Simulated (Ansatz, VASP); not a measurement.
# MoS: VASP beside Ansatz

The input INCAR:

```
PREC = Accurate ; ENCUT = 520
EDIFF = 1E-7 ; ISMEAR = 0
SIGMA = 0.05 ; LREAL = F
LASPH = T ; NELM = 150
ALGO = Fast ; ISIF = 2
LWAVE = F ; LCHARG = F
ISPIN = 2 ; MAGMOM = 3.5 3.5 0 0
LORBIT = 11 ; LMAXMIX = 4
LDAU = T ; LDAUTYPE = 2
LDAUL = 2 -1 ; LDAUU = 7 0
LDAUJ = 0 0 ; LDAUPRINT = 1
GGA = PS ; NBANDS = 32
```

Contents of KPOINTS:

```
Automatic mesh
0
Gamma
  18 18 8
```

POSCAR

```
MoS
1.0
    3.1903878410      0.0000000000      0.0000000000
   -1.5951939205      2.7629569182      0.0000000000
    0.0000000000      0.0000000000      6.4037196669
Mo S
2 2
Direct
    0.0000000000      0.0000000000      0.0000000000
    0.0000000000      0.0000000000      0.5000000000
    0.3333333333      0.6666666667      0.2500000000
    0.6666666667      0.3333333333      0.7500000000
```

Input for Ansatz:

```yaml
crystal:
  lattice:
    - [3.190387841, 0.0, 0.0]
    - [-1.5951939205, 2.7629569182, 0.0]
    - [0.0, 0.0, 6.4037196669]
  atoms:
    - { symbol: Mo, position: [0.0, 0.0, 0.0], spin: 3.5 }
    - { symbol: Mo, position: [0.0, 0.0, 0.5], spin: 3.5 }
    - { symbol: S, position: [0.3333333333, 0.6666666667, 0.25] }
    - { symbol: S, position: [0.6666666667, 0.3333333333, 0.75] }
basis:
  ecutwfc: 420
kpoints:
  mp_grid: { grid: [18, 18, 8] }
hamiltonian:
  xc: pbesol
  hubbard: { sites: [{ species: Mo, l: d, u_eff: 7.0 }] }
scf:
  occupations: { method: gaussian, width: 0.05 }
output:
  forces: true
  stress: true
  eigenvalues: true
  populations: true
  write_density: true
  write_potential: true
  elf: true
  volumetric_format: npy
magnetization:
  spin_polarized: true
```

Alike in both runs: task single point; functional PBEsol; k mesh 18 × 18 × 8; occupations gaussian, width 0.05 eV; collinear spin; Hubbard terms Mo d U = 7.0 eV.

|  | VASP | Ansatz |
| --- | --- | --- |
| version | VASP 6.6.1 | Ansatz 0.2.0 |
| potentials or method | VASP PAW PBE potentials, release 64 (Mo_sv, S), cutoff 520 eV | scalar-relativistic, plane waves, PAW |
| valence electrons in the cell | 40 | 40 |

|  | VASP | Ansatz | Ansatz less VASP |
| --- | --- | --- | --- |
| gap on the k mesh at the Fermi level (eV) | none | none | - |
| net moment per atom (μB) | 1.07 | 1.44 | +0.364 |
| size of the moment on the site where the two differ most (μB) | 0.02 | 0.05 | +0.033 |

The net moments are unlike, so the other rows may belong to different states. VASP's potentials were made for PBE, not for PBEsol. Site moments also hang on the region over which each program counts them. The programs project onto different local orbitals, so the same U acts differently, and such runs can settle in different states. A gap of «none» marks a metal or a gap that the smearing closes. Ansatz's warnings: filled band counts differ across k points, look outside group, minimisation memory short.
